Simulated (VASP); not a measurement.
# Ga (I4/mmm) in VASP: a series of runs

Runs on Ga. Level: PBE. Tasks: electric field gradients.

Program: VASP 6.6.1. These are calculated values, not measurements. Logs are shortened: lines on timing, memory, paths and dates and some standing lists are left out, and cuts for length are marked.

### Step 1. The cell of the first run

Symmetry: I4/mmm, No. 139, tetragonal system. The conventional cell has a = 2.724 Å, b = 2.724 Å, c = 4.458 Å, α = 90.00°, β = 90.00°, γ = 90.00°. Ga (site symmetry 4/mmm) has 12 Ga at 2.72 to 2.95 Å within 3.6 Å.

### Step 2. Electric field gradients, PBE (equal xx and yy strain of -3 %)

INCAR reads:

```
SYSTEM = Ga
PREC     = Accurate       ! precision mode
ENCUT    = 520            ! plane-wave cutoff, eV
EDIFF    = 1E-8           ! SCF threshold, eV
ISMEAR   = -1             ! smearing method
SIGMA    = 0.05           ! smearing width, eV
LREAL    = .FALSE.        ! projectors in reciprocal space
LASPH    = .TRUE.         ! aspherical terms in the spheres
NELM     = 80             ! most SCF steps
ALGO     = Normal         ! electronic algorithm
ISIF     = 2              ! what is computed and relaxed
LWAVE    = .FALSE.        ! write WAVECAR
LCHARG   = .FALSE.        ! write CHGCAR
GGA      = PE             ! functional
LEFG     = .TRUE.       
ISYM     = 0            
NBANDS   = 12             ! bands
```

KPOINTS reads:

```
Automatic mesh
0
G
  14 14 16
  0 0 0
```

POSCAR reads:

```
Ga
1.0
   -1.3618800000      1.3618800000      2.2290000000
    1.3618800000     -1.3618800000      2.2290000000
    1.3618800000      1.3618800000     -2.2290000000
Ga
1
Direct
    0.0000000000      0.0000000000      0.0000000000
```

Potentials or basis: VASP PAW PBE potentials, release 64 (Ga_d).

On the command line:

```
$ cat potpaw_PBE.64/Ga_d/POTCAR > POTCAR
$ mpirun -np 1 vasp_std > vasp.out
```

OUTCAR:

```text
SYSTEM = Ga
   PREC = Accurate
   ENCUT = 520
   EDIFF = 1E-8
   ISMEAR = -1
   LREAL = .FALSE.
   LASPH = .TRUE.
   NELM = 80
   ISIF = 2
   GGA = PE
   ISYM = 0

 ion  position               nearest neighbor table
   1  0.000  0.000  0.000-

IMPORTANT INFORMATION: All symmetrisations will be switched off!
NOSYMM: (Re-)initialisation of all symmetry stuff for point group C_1.

----------------------------------------------------------------------------------------

                                     Primitive cell

  volume of cell :      16.5367

  direct lattice vectors                    reciprocal lattice vectors
    -1.361880000  1.361880000  2.229000000     0.000000000  0.367139542  0.224315837
     1.361880000 -1.361880000  2.229000000     0.367139542  0.000000000  0.224315837
     1.361880000  1.361880000 -2.229000000     0.367139542  0.367139542  0.000000000

  length of vectors
     2.945823360  2.945823360  2.945823360     0.430242999  0.430242999  0.519213720

  position of ions in fractional coordinates (direct lattice)
     0.000000000  0.000000000  0.000000000

  ion indices of the primitive-cell ions
   primitive index   ion index
                 1           1

----------------------------------------------------------------------------------------

 KPOINTS: Automatic mesh

Automatic generation of k-mesh.
 Grid dimensions read from file:
 generate k-points for:   14   14   16

 Generating k-lattice:

  Cartesian coordinates                     Fractional coordinates (reciprocal lattice)
     0.000000000  0.026224253  0.016022560     0.071428571  0.000000000  0.000000000
     0.026224253  0.000000000  0.016022560     0.000000000  0.071428571  0.000000000
     0.022946221  0.022946221  0.000000000     0.000000000  0.000000000  0.062500000

  Length of vectors
     0.030731643  0.030731643  0.032450858

  Shift w.r.t. Gamma in fractional coordinates (k-lattice)
     0.000000000  0.000000000  0.000000000

 -----------------------------------------------------------------------------
|                                                                             |
|           W    W    AA    RRRRR   N    N  II  N    N   GGGG   !!!           |
[... 113 lines left out ...]
  free energy    TOTEN  =        -2.82646749 eV

  energy without entropy =       -2.82354336  energy(sigma->0) =       -2.82500542

 E-fermi :   6.8906     XC(G=0): -11.6914

 val. band max:        6.8796592783   @ k =   0.3571  -0.1429   0.0625
 cond. band min:       6.8996137688   @ k =   0.0714  -0.4286   0.0625
 fundamental gap:      0.0199544905
 Fermi energy:         6.8906169354

 k-point     1 :       0.0000    0.0000    0.0000
  band No.  band energies     occupation
      1      -8.3315      2.00000
      2      -8.1464      2.00000
      3      -8.1339      2.00000
      4      -8.1338      2.00000
      5      -7.9429      2.00000
      6      -5.2529      2.00000
      7      20.5923      0.00000
      8      20.6452      0.00000
      9      20.6454      0.00000
     10      23.7436      0.00000
     11      23.9260      0.00000
     12      24.7216      0.00000
[... 331 lines left out ...]
 k-point    24 :       0.0714    0.1429    0.0000
  band No.  band energies     occupation
      1      -8.2955      2.00000
      2      -8.1677      2.00000
      3      -8.1203      2.00000
      4      -8.0890      2.00000
      5      -7.9624      2.00000
      6      -4.3570      2.00000
      7      14.8918      0.00000
      8      17.4084      0.00000
      9      19.1928      0.00000
     10      22.2887      0.00000
     11      23.3234      0.00000
     12      25.7593      0.00000

 [... further k-points ...]

------------------------ aborting loop because EDIFF is reached ----------------------------------------

  FORCE on cell =-STRESS in cart. coord.  units (eV):
  Direction    XX          YY          ZZ          XY          YZ          ZX
  --------------------------------------------------------------------------------------
  -------------------------------------------------------------------------------------
  Total        0.9849975      0.9849976      0.8939373      0.0724541     -0.0001000     -0.0001000
  in kB       95.4328708     95.4328797     86.6103679      7.0198139     -0.0096924     -0.0096896
  external PRESSURE =      92.4920395 kB  Pullay stress =       0.0000000 kB

 VOLUME and BASIS-vectors are now :
 -----------------------------------------------------------------------------
  energy-cutoff  :      520.00
  volume of cell :       16.54
      direct lattice vectors                 reciprocal lattice vectors
    -1.361880000  1.361880000  2.229000000     0.000000000  0.367139542  0.224315837
     1.361880000 -1.361880000  2.229000000     0.367139542  0.000000000  0.224315837
     1.361880000  1.361880000 -2.229000000     0.367139542  0.367139542  0.000000000

 POSITION                                       TOTAL-FORCE (eV/Angst)
 -----------------------------------------------------------------------------------
      0.00000      0.00000      0.00000        -0.000000     -0.000000      0.000000
 -----------------------------------------------------------------------------------
    total drift:                               -0.000000     -0.000000      0.000000

  FREE ENERGIE OF THE ION-ELECTRON SYSTEM (eV)
  ---------------------------------------------------
  free  energy   TOTEN  =        -2.8264674887 eV

  energy  without entropy=       -2.8235433562  energy(sigma->0) =       -2.82500542

 Electric field gradients (V/A^2)
---------------------------------------------------------------------
 ion       V_xx      V_yy      V_zz      V_xy      V_xz      V_yz
---------------------------------------------------------------------
   1     -13.411   -13.410    26.821    -1.278    -0.182    -0.182
---------------------------------------------------------------------

 Electric field gradients after diagonalization (V/A^2)
 (convention: |V_zz| > |V_xx| > |V_yy|)
----------------------------------------------------------------------
 ion       V_xx      V_yy      V_zz     asymmetry (V_yy - V_xx)/ V_zz
----------------------------------------------------------------------
   1     -14.690   -12.133    26.823       0.095
----------------------------------------------------------------------

           NMR quadrupolar parameters

 Cq : quadrupolar parameter    Cq=e*Q*V_zz/h
 eta: asymmetry parameters     (V_yy - V_xx)/ V_zz
 Q  : nuclear electric quadrupole moment in mb (millibarn)
----------------------------------------------------------------------
 ion       Cq(MHz)       eta       Q (mb)
----------------------------------------------------------------------
   1       0.065       0.095       1.000
----------------------------------------------------------------------
```

stdout:

```text
POSCAR found type information on POSCAR Ga
 POSCAR found :  1 types and       1 ions
 scaLAPACK will be used
 LDA part: xc-table for (Slater+PW92), standard interpolation
 -----------------------------------------------------------------------------
|                                                                             |
|           W    W    AA    RRRRR   N    N  II  N    N   GGGG   !!!           |
[... 17 lines left out ...]
 FFT: planning ... GRIDC
 FFT: planning ... GRID_SOFT
 FFT: planning ... GRID
 WAVECAR not read
 entering main loop
ion   1

     0.0000481     1.1770477     0.1663800   -21.6430598     0.1663806     0.0000005
     0.0000628     1.1770367     0.1663775   -21.6426788     0.1663781     0.0000005
     0.0000820     1.1770205     0.1663737   -21.6421020     0.1663744     0.0000005
     0.0001070     1.1769968     0.1663681   -21.6412336     0.1663687     0.0000005
```

Wall time 2.4 min (1 thread of Intel Xeon Platinum 8488C (Sapphire Rapids), shared host); peak memory 0.4 GiB.

What came out:

```yaml
Free_energy: -2.8265 eV
Pressure: 9.2 GPa
Band_gap_on_the_k_mesh: zero (an odd number of electrons rules out a gap without spin polarisation)
Largest_electric_field_gradient_by_atom: Ga +26.8 V/Å²
```

Stress tensor (GPa, compression positive):
```
9.54 0.70 0.00
0.70 9.54 0.00
0.00 0.00 8.66
```

Levels at points of the mesh, in eV from the Fermi level:
| k point | band 2 | band 3 | band 4 | band 5 | band 6 | band 7 | band 8 | band 9 | band 10 | band 11 |
| --- | --- | --- | --- | --- | --- | --- | --- | --- | --- | --- |
| (0.00, 0.00, 0.00) | -15.04 | -15.02 | -15.02 | -14.83 | -12.14 | 13.70 | 13.75 | 13.75 | 16.85 | 17.04 |
| (0.50, 0.00, 0.00) | -15.17 | -15.01 | -14.81 | -14.76 | -5.01 | -4.63 | 8.65 | 12.71 | 12.99 | 16.31 |
| (0.00, 0.50, 0.00) | -15.17 | -15.01 | -14.81 | -14.76 | -5.01 | -4.63 | 8.65 | 12.71 | 12.99 | 16.31 |
| (0.50, 0.50, 0.00) | -15.28 | -14.83 | -14.81 | -14.66 | -2.33 | -0.93 | 4.05 | 5.22 | 8.33 | 8.45 |
| (0.00, 0.00, 0.50) | -15.28 | -14.83 | -14.81 | -14.66 | -2.33 | -0.93 | 4.05 | 5.22 | 8.33 | 8.45 |
| (0.50, 0.00, 0.50) | -15.17 | -15.01 | -14.81 | -14.76 | -5.01 | -4.63 | 8.65 | 12.71 | 12.99 | 16.31 |
| (0.00, 0.50, 0.50) | -15.17 | -15.01 | -14.81 | -14.76 | -5.01 | -4.63 | 8.65 | 12.71 | 12.99 | 16.31 |
| (0.50, 0.50, 0.50) | -15.28 | -14.77 | -14.77 | -14.77 | -4.27 | -4.20 | 7.21 | 7.22 | 10.39 | 11.59 |

Electric field gradients, principal values (V/Å²):
| atom | least | middle | greatest (by size) |
| --- | --- | --- | --- |
| 1 Ga | -12.133 | -14.690 | 26.823 |

Caveat: the cell differs from its parent crystal (equal xx and yy strain of -3 %); the cell stands under pressure; without QUAD_EFG the Cq values of the log hold for a quadrupole moment of 1 mb, not for the nuclei.

### Step 3. Electric field gradients, PBE (17.40 Å³/atom)

This run uses another cell than the first one, of 17.40 Å³/atom.

INCAR reads:

```
PREC = Accurate ; ENCUT = 400
EDIFF = 1E-8 ; ISMEAR = -1
SIGMA = 0.05 ; LREAL = False
LASPH = True ; NELM = 120
ALGO = Normal ; ISIF = 2
LWAVE = False ; LCHARG = False
GGA = PE ; LEFG = True
ISYM = 0 ; NBANDS = 12
GGA_COMPAT = False
```

KPOINTS reads:

```
regular mesh
0
Gamma
  14 14 16
```

POSCAR reads:

```
Ga
1.0
   -1.3993043128      1.3993043128      2.2215450948
    1.3993043128     -1.3993043128      2.2215450948
    1.3993043128      1.3993043128     -2.2215450948
Ga
1
Direct
    0.0000000000      0.0000000000      0.0000000000
```

Potentials or basis: VASP PAW PBE potentials, release 64 (Ga_d).

On the command line:

```
$ cat potpaw_PBE.64/Ga_d/POTCAR > POTCAR
$ mpirun -np 1 vasp_std > vasp.out
```

OUTCAR:

```text
PREC = Accurate
   ENCUT = 400
   EDIFF = 1E-8
   ISMEAR = -1
   LREAL = False
   LASPH = True
   NELM = 120
   ISIF = 2
   GGA = PE
   ISYM = 0

 ion  position               nearest neighbor table
   1  0.000  0.000  0.000-

IMPORTANT INFORMATION: All symmetrisations will be switched off!
NOSYMM: (Re-)initialisation of all symmetry stuff for point group C_1.

----------------------------------------------------------------------------------------

[... 552 lines left out ...]

  FREE ENERGIE OF THE ION-ELECTRON SYSTEM (eV)
  ---------------------------------------------------
  free  energy   TOTEN  =        -2.8660222733 eV

  energy  without entropy=       -2.8633813988  energy(sigma->0) =       -2.86470184

 Electric field gradients (V/A^2)
---------------------------------------------------------------------
 ion       V_xx      V_yy      V_zz      V_xy      V_xz      V_yz
---------------------------------------------------------------------
   1     -10.179   -10.179    20.358    -0.190     0.108     0.108
---------------------------------------------------------------------

 Electric field gradients after diagonalization (V/A^2)
 (convention: |V_zz| > |V_xx| > |V_yy|)
----------------------------------------------------------------------
 ion       V_xx      V_yy      V_zz     asymmetry (V_yy - V_xx)/ V_zz
----------------------------------------------------------------------
   1     -10.370    -9.988    20.358       0.019
----------------------------------------------------------------------

           NMR quadrupolar parameters

 Cq : quadrupolar parameter    Cq=e*Q*V_zz/h
 eta: asymmetry parameters     (V_yy - V_xx)/ V_zz
 Q  : nuclear electric quadrupole moment in mb (millibarn)
----------------------------------------------------------------------
 ion       Cq(MHz)       eta       Q (mb)
----------------------------------------------------------------------
   1       0.049       0.019       1.000
----------------------------------------------------------------------
```

OSZICAR:

```text
N       E                     dE             d eps       ncg     rms          rms(c)
DAV:   1     0.383458960673E+02    0.38346E+02   -0.59062E+03 41324   0.168E+03
DAV:   2    -0.120605382359E+01   -0.39552E+02   -0.38099E+02 39824   0.230E+02
DAV:   3    -0.288516479334E+01   -0.16791E+01   -0.16753E+01 43544   0.406E+01
DAV:   4    -0.289756395590E+01   -0.12399E-01   -0.12398E-01 43208   0.366E+00
DAV:   5    -0.289769612472E+01   -0.13217E-03   -0.13217E-03 44396   0.358E-01    0.932E-01
DAV:   6    -0.287258096730E+01    0.25115E-01   -0.39019E-02 46936   0.413E+00    0.470E-01
DAV:   7    -0.286668710403E+01    0.58939E-02   -0.73684E-03 53500   0.152E+00    0.126E-01
DAV:   8    -0.286601858219E+01    0.66852E-03   -0.68992E-04 44836   0.479E-01    0.912E-03
DAV:   9    -0.286602191356E+01   -0.33314E-05   -0.73826E-06 51340   0.401E-02    0.333E-03
DAV:  10    -0.286602240573E+01   -0.49217E-06   -0.25816E-07 43756   0.795E-03    0.339E-04
DAV:  11    -0.286602231604E+01    0.89686E-07   -0.61149E-09 31816   0.133E-03    0.121E-04
DAV:  12    -0.286602227146E+01    0.44580E-07   -0.11375E-09 25196   0.448E-04    0.823E-06
DAV:  13    -0.286602227334E+01   -0.18808E-08   -0.21833E-10 21988   0.158E-04
   1 F= -.28660223E+01 E0= -.28647018E+01  d E =-.264087E-02
```

It took 6 min on 1 thread of Oxide Virtual Turin-like, shared host; peak memory 0.29 GiB.

What came out:

```yaml
Free_energy: -2.8660 eV
Pressure: 4.7 GPa
Band_gap_on_the_k_mesh: zero (an odd number of electrons rules out a gap without spin polarisation)
Largest_electric_field_gradient_by_atom: Ga +20.4 V/Å²
```

Stress tensor (GPa, compression positive):
```
 4.88 -0.03  0.10
-0.03  4.88  0.10
 0.10  0.10  4.19
```

Levels at points of the mesh, in eV from the Fermi level:
```
           k point  band 3  band 4  band 5  band 6  band 7  band 8  band 9  band 10
(0.00, 0.00, 0.00)  -14.97  -14.95  -14.81  -11.72   13.11   13.11   13.17    16.45
(0.50, 0.00, 0.00)  -14.96  -14.77  -14.73   -5.00   -4.38    8.80   12.01    12.90
(0.00, 0.50, 0.00)  -14.96  -14.77  -14.73   -5.00   -4.38    8.80   12.01    12.90
(0.50, 0.50, 0.00)  -14.77  -14.77  -14.65   -2.32   -1.33    4.15    5.06     8.23
(0.00, 0.00, 0.50)  -14.77  -14.77  -14.65   -2.32   -1.33    4.15    5.06     8.23
(0.50, 0.00, 0.50)  -14.96  -14.77  -14.73   -5.00   -4.37    8.80   12.01    12.90
(0.00, 0.50, 0.50)  -14.96  -14.77  -14.73   -5.00   -4.37    8.80   12.01    12.90
(0.50, 0.50, 0.50)  -14.74  -14.73  -14.73   -3.86   -3.76    6.58    6.58     9.81
```

Electric field gradients, principal values (V/Å²):
```tsv
atom	least	middle	greatest (by size)
1 Ga	-9.988	-10.370	20.358
```

Caveat: the cell stands under pressure; without QUAD_EFG the Cq values of the log hold for a quadrupole moment of 1 mb, not for the nuclei.

[end of part 1 of 2]

The gap in the log of VASP goes by the Fermi energy; the results here count the filled bands.